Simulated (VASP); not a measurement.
# P (Im-3m) in VASP: notebook

The runs below take P through single point, with PBE.

Everything below comes from runs of VASP 6.6.1. Logs are shortened: lines on timing, memory, paths and dates and some standing lists are left out, and cuts for length are marked.

## Step 1: The cell of the first run

The structure is cubic, space group Im-3m (No. 229). Conventional cell: a = 3.053 Å, b = 3.053 Å, c = 3.053 Å, α = 90.00°, β = 90.00°, γ = 90.00°. Within 3.5 Å of P (site symmetry m-3m) lie 14 P at 2.64 to 3.05 Å.

## Step 2: Single point, PBE

INCAR

```
PREC = Accurate ; ENCUT = 520
EDIFF = 1E-6 ; ISMEAR = -1
SIGMA = 0.1 ; LREAL = False
LASPH = True ; NELM = 100
ALGO = Normal ; ISIF = 2
LWAVE = False ; LCHARG = True
GGA = PE ; LELF = True
LVHAR = True ; NBANDS = 8
```

KPOINTS

```
regular mesh
0
Gamma
  14 14 14
```

POSCAR

```
P
1.0
   -1.5264159403      1.5264159403      1.5264159403
    1.5264159403     -1.5264159403      1.5264159403
    1.5264159403      1.5264159403     -1.5264159403
P
1
Direct
    0.0000000000      0.0000000000      0.0000000000
```

Potentials or basis: VASP PAW PBE potentials, release 64 (P).

Started as:

```bash
cat potpaw_PBE.64/P/POTCAR > POTCAR
mpirun -np 1 vasp_std > vasp.out
```

OUTCAR:

```text
PREC = Accurate
   ENCUT = 520
   EDIFF = 1E-6
   ISMEAR = -1
   LREAL = False
   LASPH = True
   NELM = 100
   ISIF = 2
   GGA = PE

 ion  position               nearest neighbor table
   1  0.000  0.000  0.000-

  LATTYP: Found a body centered cubic cell.
 ALAT       =     3.0528318806

  Lattice vectors:

 A1 = (  -1.5264159403,   1.5264159403,   1.5264159403)
 A2 = (   1.5264159403,  -1.5264159403,   1.5264159403)
 A3 = (   1.5264159403,   1.5264159403,  -1.5264159403)

Analysis of symmetry for initial positions (statically):
=====================================================================
 Subroutine PRICEL returns:
 Original cell was already a primitive cell.

 Routine SETGRP: Setting up the symmetry group for a
 body centered cubic supercell.

 Subroutine GETGRP returns: Found 48 space group operations
 (whereof 48 operations were pure point group operations)
 out of a pool of 48 trial point group operations.

The static configuration has the point symmetry O_h .

Analysis of symmetry for dynamics (positions and initial velocities):
=====================================================================
 Subroutine PRICEL returns:
 Original cell was already a primitive cell.

 Routine SETGRP: Setting up the symmetry group for a
 body centered cubic supercell.

 Subroutine GETGRP returns: Found 48 space group operations
 (whereof 48 operations were pure point group operations)
 out of a pool of 48 trial point group operations.

The dynamic configuration has the point symmetry O_h .

 Subroutine INISYM returns: Found 48 space group operations
 (whereof 48 operations are pure point group operations),
 and found     1 'primitive' translations

----------------------------------------------------------------------------------------

                                     Primitive cell

  volume of cell :      14.2259

  direct lattice vectors                    reciprocal lattice vectors
    -1.526415940  1.526415940  1.526415940     0.000000000  0.327564713  0.327564713
     1.526415940 -1.526415940  1.526415940     0.327564713  0.000000000  0.327564713
     1.526415940  1.526415940 -1.526415940     0.327564713  0.327564713  0.000000000

  length of vectors
     2.643829962  2.643829962  2.643829962     0.463246460  0.463246460  0.463246460

  position of ions in fractional coordinates (direct lattice)
     0.000000000  0.000000000  0.000000000

  ion indices of the primitive-cell ions
   primitive index   ion index
                 1           1

----------------------------------------------------------------------------------------

 KPOINTS: regular mesh

Automatic generation of k-mesh.
 Grid dimensions read from file:
 generate k-points for:   14   14   14

 Generating k-lattice:

  Cartesian coordinates                     Fractional coordinates (reciprocal lattice)
     0.000000000  0.023397480  0.023397480     0.071428571  0.000000000  0.000000000
     0.023397480  0.000000000  0.023397480     0.000000000  0.071428571  0.000000000
     0.023397480  0.023397480  0.000000000     0.000000000  0.000000000  0.071428571

  Length of vectors
     0.033089033  0.033089033  0.033089033

  Shift w.r.t. Gamma in fractional coordinates (k-lattice)
     0.000000000  0.000000000  0.000000000

 Subroutine IBZKPT returns following result:
 ===========================================

 Found    104 irreducible k-points:

 Following reciprocal coordinates:
            Coordinates               Weight
  0.000000  0.000000  0.000000      1.000000
  0.071429  0.000000  0.000000     12.000000
  0.142857  0.000000  0.000000     12.000000
  0.214286  0.000000  0.000000     12.000000
  0.285714  0.000000  0.000000     12.000000
  0.357143  0.000000  0.000000     12.000000
[... 16 lines left out ...]
  0.285714  0.285714  0.000000     24.000000
  0.357143  0.285714  0.000000     24.000000
 [... further k-points ...]
   k-points           NKPTS =    104   k-points in BZ     NKDIM =    104   number of bands    NBANDS=      8
   number of dos      NEDOS =    301   number of ions     NIONS =      1
   total plane-waves  NPLWV =   8000
   dimension x,y,z NGX =    20 NGY =   20 NGZ =   20
   dimension x,y,z NGXF=    40 NGYF=   40 NGZF=   40
   ions per type =               1
   NGX,Y,Z   is equivalent  to a cutoff of  12.58, 12.58, 12.58 a.u.
   NGXF,Y,Z  is equivalent  to a cutoff of  25.15, 25.15, 25.15 a.u.
 SYSTEM =  unknown system
   PREC   = accura    normal or accurate (medium, high low for compatibility)
   ISTART =      0    job   : 0-new  1-cont  2-samecut
   ICHARG =      2    charge: 1-file 2-atom 10-const
   ISPIN  =      1    spin polarized calculation?
   LNONCOLLINEAR =      F non collinear calculations
   LSORBIT =      F    spin-orbit coupling
   LASPH  =      T    aspherical Exc in radial PAW
   ENCUT  =  520.0 eV  38.22 Ry    6.18 a.u.   4.92  4.92  4.92*2*pi/ulx,y,z
   NELM   =    100;   NELMIN=  2; NELMDL= -5     # of ELM steps
   EDIFF  = 0.1E-05   stopping-criterion for ELM
   LREAL  =      F    real-space projection
[... 7 lines left out ...]
   TEBEG  =    0.0;   TEEND  =   0.0 temperature during run
   PSTRESS=    0.0 pullay stress
   NELECT =       5.0000    total number of electrons
   NUPDOWN=      -1.0000    fix difference up-down
   EMIN   =  10.00;   EMAX   =-10.00  energy-range for DOS
   EFERMI =   0.00;   METHOD = LEGACY
   ISMEAR =    -1;   SIGMA  =   0.10  broadening in eV -4-tet -1-fermi 0-gaus
   EFERMI_NEDOS =   21; number of points for ismear=-14 and -15
   IALGO  =     38    algorithm
   IMIX   =      4    mixing-type and parameters
     AMIX     =   0.40;   BMIX     =  1.00
     AMIX_MAG =   1.60;   BMIX_MAG =  1.00
  volume/ion in A,a.u.               =      14.23        96.00
  Fermi-wavevector in a.u.,A,eV,Ry     =   1.155328  2.183253 18.160820  1.334783
  Thomas-Fermi vector in A             =   2.291957
   LORBIT       =      0    0 simple, 1 ext, 2 COOP (PROOUT), +10 PAW based schemes
   GGA     = PE    functional components
   LHFCALC =     F    Hartree Fock is set to
   AEXX    =    0.0000 exact exchange contribution
   IVDW    =     0    specifies the selected vdW correction
   LEPSILON=     F    determine dielectric tensor
   LRPA    =     F    only Hartree local field effects (RPA)
 non-spin polarized calculation
  energy-cutoff  :      520.00
  volume of cell :       14.23
 maximum number of plane-waves:       394
   NGX =  9   NGY =  9   NGZ =  9

 number of electron       5.0000002 magnetization

 Free energy of the ion-electron system (eV)
  ---------------------------------------------------
  ext. energy  EPLUGINS =         0.00000000
  ---------------------------------------------------
  free energy    TOTEN  =        -4.69228824 eV

  energy without entropy =       -4.67545660  energy(sigma->0) =       -4.68387242

 E-fermi :   9.9897     XC(G=0): -11.5742

 val. band max:        9.8958179175   @ k =   0.2143   0.0714  -0.0000
 cond. band min:      10.0323541955   @ k =   0.2143   0.1429   0.1429
 fundamental gap:      0.1365362780
 Fermi energy:         9.9896652442

 k-point     1 :       0.0000    0.0000    0.0000
  band No.  band energies     occupation
      1      -6.4467      2.00000
      2      17.1764      0.00000
      3      17.1764      0.00000
      4      17.1764      0.00000
      5      21.9960      0.00000
      6      21.9960      0.00000
      7      21.9960      0.00000
      8      25.9590      0.00000

 k-point     2 :       0.0714    0.0000    0.0000
  band No.  band energies     occupation
      1      -6.2931      2.00000
      2      16.1801      0.00000
      3      16.6218      0.00000
      4      17.0781      0.00000
      5      21.5609      0.00000
      6      22.1415      0.00000
      7      22.8201      0.00000
      8      25.0897      0.00000

 k-point     3 :       0.1429    0.0000    0.0000
  band No.  band energies     occupation
      1      -5.8331      2.00000
      2      13.9220      0.00000
      3      15.5465      0.00000
      4      16.8011      0.00000
      5      20.5911      0.00000
      6      21.6352      0.00000
      7      24.6985      0.00000
      8      24.8058      0.00000

 k-point     4 :       0.2143    0.0000    0.0000
  band No.  band energies     occupation
      1      -5.0704      2.00000
      2      11.2277      0.00001
      3      14.4892      0.00000
      4      16.4043      0.00000
      5      19.5378      0.00000
      6      20.5419      0.00000
      7      25.5280      0.00000
      8      25.8007      0.00000

 k-point     5 :       0.2857    0.0000    0.0000
  band No.  band energies     occupation
      1      -4.0127      2.00000
      2       8.4841      2.00000
      3      13.6140      0.00000
      4      15.9777      0.00000
      5      18.6212      0.00000
      6      19.5550      0.00000
      7      26.3823      0.00000
      8      26.5778      0.00000
[... 177 lines left out ...]
 k-point    22 :       0.3571    0.2143    0.0000
  band No.  band energies     occupation
      1       0.5418      2.00000
      2       3.5474      2.00000
      3       7.5509      2.00000
      4      13.2672      0.00000
      5      20.0883      0.00000
      6      23.2016      0.00000
      7      26.3512      0.00000
      8      28.0586      0.00000

 k-point    23 :       0.2857    0.2857    0.0000
  band No.  band energies     occupation
      1       0.5023      2.00000
      2       4.6869      2.00000
      3       6.0746      2.00000
      4      13.1489      0.00000
      5      20.7631      0.00000
      6      23.1659      0.00000
      7      26.0947      0.00000
      8      28.9617      0.00000

 k-point    24 :       0.3571    0.2857    0.0000
  band No.  band energies     occupation
      1       1.4651      2.00000
      2       3.8978      2.00000
      3       5.4998      2.00000
      4      13.0299      0.00000
      5      20.9496      0.00000
      6      23.8475      0.00000
      7      25.0837      0.00000
      8      29.7537      0.00000

 [... further k-points ...]
[... 5 lines left out ...]
  --------------------------------------------------------------------------------------
  -------------------------------------------------------------------------------------
  Total       -0.0199930     -0.0199930     -0.0199930      0.0000000      0.0000000      0.0000000
  in kB       -2.2516942     -2.2516942     -2.2516942      0.0000000      0.0000000      0.0000000
  external PRESSURE =      -2.2516942 kB  Pullay stress =       0.0000000 kB

 VOLUME and BASIS-vectors are now :
 -----------------------------------------------------------------------------
  energy-cutoff  :      520.00
  volume of cell :       14.23
      direct lattice vectors                 reciprocal lattice vectors
    -1.526415940  1.526415940  1.526415940     0.000000000  0.327564713  0.327564713
     1.526415940 -1.526415940  1.526415940     0.327564713  0.000000000  0.327564713
     1.526415940  1.526415940 -1.526415940     0.327564713  0.327564713  0.000000000

 POSITION                                       TOTAL-FORCE (eV/Angst)
 -----------------------------------------------------------------------------------
      0.00000      0.00000      0.00000        -0.000000      0.000000     -0.000000
 -----------------------------------------------------------------------------------
    total drift:                                0.000000      0.000000     -0.000000

  FREE ENERGIE OF THE ION-ELECTRON SYSTEM (eV)
  ---------------------------------------------------
  free  energy   TOTEN  =        -4.6922882447 eV

  energy  without entropy=       -4.6754565952  energy(sigma->0) =       -4.68387242
```

Run time: 3.6 s. Hardware: 1 thread of Intel Xeon 6975P-C (Granite Rapids), shared host; peak memory 0.12 GiB.

Results:

* Free energy: -4.6923 eV
* Pressure: -0.2 GPa

## Step 3: Single point, PBE (volume scaled by 0.88)

INCAR

```
  PREC = Accurate
  ENCUT = 520
  EDIFF = 1E-6
  ISMEAR = -1
  SIGMA = 0.1
  LREAL = F
  LASPH = T
  NELM = 100
  ALGO = Normal
  ISIF = 2
  LWAVE = F
  LCHARG = F
  GGA = PE
  NBANDS = 8
```

KPOINTS

```
regular mesh
0
Gamma
  16 16 16
```

POSCAR

```
P
1.0
   -1.4627399293      1.4627399293      1.4627399293
    1.4627399293     -1.4627399293      1.4627399293
    1.4627399293      1.4627399293     -1.4627399293
P
1
Direct
    0.0000000000      0.0000000000      0.0000000000
```

Potentials or basis: VASP PAW PBE potentials, release 64 (P).

Started as:

```bash
cat potpaw_PBE.64/P/POTCAR > POTCAR
mpirun -np 1 vasp_std > vasp.out
```

Wall time 4.4 s (1 thread of Intel Xeon 6975P-C (Granite Rapids), shared host); peak memory 0.12 GiB.

The run converged. Its results:

```
Free energy : -4.6149 eV
Pressure    : 15.5 GPa
```

Levels at points of the mesh, in eV from the Fermi level:
| k point | band 1 | band 2 | band 3 | band 4 | band 5 | band 6 | band 7 |
| --- | --- | --- | --- | --- | --- | --- | --- |
| (0.00, 0.00, 0.00) | -17.90 | 8.49 | 8.49 | 8.49 | 12.31 | 12.31 | 12.31 |
| (0.50, 0.00, 0.00) | -10.43 | -8.97 | 2.90 | 6.01 | 7.17 | 8.75 | 20.57 |
| (0.50, 0.50, 0.50) | -3.18 | -2.96 | -2.96 | -2.96 | 1.70 | 1.70 | 25.21 |

## Step 4: Single point, PBE (volume scaled by 0.92)

INCAR

```
SYSTEM = P
PREC = Accurate ; ENCUT = 520
EDIFF = 1E-7 ; ISMEAR = -1
SIGMA = 0.1 ; LREAL = .FALSE.
LASPH = .TRUE. ; NELM = 80
ALGO = Normal ; ISIF = 2
LWAVE = .FALSE. ; LCHARG = .TRUE.
GGA = PE ; LELF = .TRUE.
LVHAR = .TRUE. ; NBANDS = 8
```

KPOINTS

```
Automatic mesh
0
G
  16 16 16
  0 0 0
```

POSCAR

```
P
1.0
   -1.4845750877      1.4845750877      1.4845750877
    1.4845750877     -1.4845750877      1.4845750877
    1.4845750877      1.4845750877     -1.4845750877
P
1
Direct
    0.0000000000      0.0000000000      0.0000000000
```

Started as:

```bash
cat potpaw_PBE.64/P/POTCAR > POTCAR
mpirun -np 1 vasp_std > vasp.out
```

Wall time 5.3 s (1 thread of Intel Xeon 6975P-C (Granite Rapids), shared host); peak memory 0.12 GiB.

The run converged. Its results:

```yaml
Free_energy: -4.6584 eV
Pressure: 9.1 GPa
```

Levels at points of the mesh, in eV from the Fermi level:
| k point | band 1 | band 2 | band 3 | band 4 | band 5 | band 6 | band 7 |
| --- | --- | --- | --- | --- | --- | --- | --- |
| (0.00, 0.00, 0.00) | -17.39 | 8.00 | 8.00 | 8.00 | 12.19 | 12.19 | 12.19 |
| (0.50, 0.00, 0.00) | -10.27 | -8.59 | 2.73 | 5.74 | 7.23 | 8.55 | 20.16 |
| (0.50, 0.50, 0.50) | -3.56 | -2.84 | -2.84 | -2.84 | 1.95 | 1.95 | 24.62 |

## Step 5: Single point, PBE (volume scaled by 0.96)

INCAR

```
ALGO     = Normal         # electronic algorithm
EDIFF    = 1E-7           # SCF threshold, eV
ENCUT    = 520            # plane-wave cutoff, eV
GGA      = PE             # functional
ISIF     = 2              # what is computed and relaxed
ISMEAR   = -1             # smearing method
LASPH    = True           # aspherical terms in the spheres
LCHARG   = False          # write CHGCAR
LREAL    = False          # projectors in reciprocal space
LWAVE    = False          # write WAVECAR
NBANDS   = 8              # bands
NELM     = 60             # most SCF steps
PREC     = Accurate       # precision mode
SIGMA    = 0.1            # smearing width, eV
```

KPOINTS

```
k-points
0
Gamma
  16 16 16
```

POSCAR

```
P
1.0
   -1.5057861690      1.5057861690      1.5057861690
    1.5057861690     -1.5057861690      1.5057861690
    1.5057861690      1.5057861690     -1.5057861690
P
1
Direct
    0.0000000000      0.0000000000      0.0000000000
```

Potentials or basis: VASP PAW PBE potentials, release 64 (P).

Started as:

```bash
cat potpaw_PBE.64/P/POTCAR > POTCAR
mpirun -np 1 vasp_std > vasp.out
```

OUTCAR:

```text
EDIFF = 1E-7
   ENCUT = 520
   GGA = PE
   ISIF = 2
   ISMEAR = -1
   LASPH = True
   LREAL = False
   NELM = 60
   PREC = Accurate

 ion  position               nearest neighbor table
   1  0.000  0.000  0.000-

  LATTYP: Found a body centered cubic cell.
 ALAT       =     3.0115723380

  Lattice vectors:

 A1 = (  -1.5057861690,   1.5057861690,   1.5057861690)
 A2 = (   1.5057861690,  -1.5057861690,   1.5057861690)
 A3 = (   1.5057861690,   1.5057861690,  -1.5057861690)

[... 432 lines left out ...]
  band No.  band energies     occupation
      1      -1.8709      2.00000
      2       7.4078      2.00000
      3       9.7161      1.99976
      4      14.6417      0.00000
      5      20.8129      0.00000
      6      22.9514      0.00000
      7      26.9252      0.00000
      8      29.0455      0.00000

 [... further k-points ...]
[... 5 lines left out ...]
  --------------------------------------------------------------------------------------
  -------------------------------------------------------------------------------------
  Total        0.3449773      0.3449773      0.3449773      0.0000000      0.0000000      0.0000000
  in kB       40.4716780     40.4716780     40.4716780      0.0000000      0.0000000      0.0000000
  external PRESSURE =      40.4716780 kB  Pullay stress =       0.0000000 kB

 VOLUME and BASIS-vectors are now :
 -----------------------------------------------------------------------------
  energy-cutoff  :      520.00
  volume of cell :       13.66
      direct lattice vectors                 reciprocal lattice vectors
    -1.505786169  1.505786169  1.505786169     0.000000000  0.332052459  0.332052459
     1.505786169 -1.505786169  1.505786169     0.332052459  0.000000000  0.332052459
     1.505786169  1.505786169 -1.505786169     0.332052459  0.332052459  0.000000000

 POSITION                                       TOTAL-FORCE (eV/Angst)
 -----------------------------------------------------------------------------------
      0.00000      0.00000      0.00000         0.000000     -0.000000     -0.000000
 -----------------------------------------------------------------------------------
    total drift:                                0.000000     -0.000000     -0.000000

  FREE ENERGIE OF THE ION-ELECTRON SYSTEM (eV)
  ---------------------------------------------------
  free  energy   TOTEN  =        -4.6816189083 eV

  energy  without entropy=       -4.6641731242  energy(sigma->0) =       -4.67289602
```

stdout:

```text
POSCAR found type information on POSCAR P
 POSCAR found :  1 types and       1 ions
 scaLAPACK will be used
 LDA part: xc-table for (Slater+PW92), standard interpolation
 POSCAR, INCAR and KPOINTS ok, starting setup
 FFT: planning ... GRIDC
 FFT: planning ... GRID_SOFT
 FFT: planning ... GRID
 WAVECAR not read
 entering main loop
```

It took 5 s on 1 thread of Intel Xeon 6975P-C (Granite Rapids), shared host; peak memory 0.12 GiB.

Results:

| Property | Result |
| --- | --- |
| Free energy | -4.6816 eV |
| Pressure | 4.0 GPa |

## Step 6: Single point, PBE

INCAR

```
PREC = Accurate ; ENCUT = 520
EDIFF = 1E-6 ; ISMEAR = -1
SIGMA = 0.1 ; LREAL = F
LASPH = T ; NELM = 80
ALGO = Normal ; ISIF = 2
LWAVE = F ; LCHARG = F
GGA = PE ; NBANDS = 8
```

KPOINTS

```
Automatic mesh
0
Gamma
  16 16 16
```

POSCAR

```
P
1.0
   -1.5264159403      1.5264159403      1.5264159403
    1.5264159403     -1.5264159403      1.5264159403
    1.5264159403      1.5264159403     -1.5264159403
P
1
Direct
    0.0000000000      0.0000000000      0.0000000000
```

Potentials or basis: VASP PAW PBE potentials, release 64 (P).

Started as:

```bash
cat potpaw_PBE.64/P/POTCAR > POTCAR
mpirun -np 1 vasp_std > vasp.out
```

It took 4.4 s on 1 thread of Intel Xeon 6975P-C (Granite Rapids), shared host; peak memory 0.13 GiB.

It converged, with:

```yaml
Free_energy: -4.6885 eV
Pressure: -0.2 GPa
```

Levels at points of the mesh, in eV from the Fermi level:
```tsv
k point	band 1	band 2	band 3	band 4	band 5	band 6	band 7	band 8
(0.00, 0.00, 0.00)	-16.44	7.18	7.18	7.18	12.00	12.00	12.00	15.96
(0.50, 0.00, 0.00)	-9.98	-7.86	2.46	5.29	7.37	8.24	19.43	19.45
(0.50, 0.50, 0.50)	-4.19	-2.60	-2.60	-2.60	2.42	2.42	23.59	23.59
```

## Step 7: Summary

| cell | k mesh | gap on the mesh (eV) | pressure (GPa) |
| --- | --- | --- | --- |
| a = 2.644 Å, angles 109.5°, 1 atom | 14 × 14 × 14 | none | -0.2 |
| a = 2.534 Å, angles 109.5°, 1 atom | 16 × 16 × 16 | none | 15.5 |
| a = 2.571 Å, angles 109.5°, 1 atom | 16 × 16 × 16 | none | 9.1 |
| a = 2.608 Å, angles 109.5°, 1 atom | 16 × 16 × 16 | none | 4.0 |
| a = 2.644 Å, angles 109.5°, 1 atom | 16 × 16 × 16 | none | -0.2 |

Alike in all rows: task single point; level PBE; potentials or basis VASP PAW PBE potentials, release 64 (P); no spin polarisation; cutoff (eV) 520; smearing fermi-dirac 0.1 eV.

Absolute energies hang on the potentials; compare differences alone.
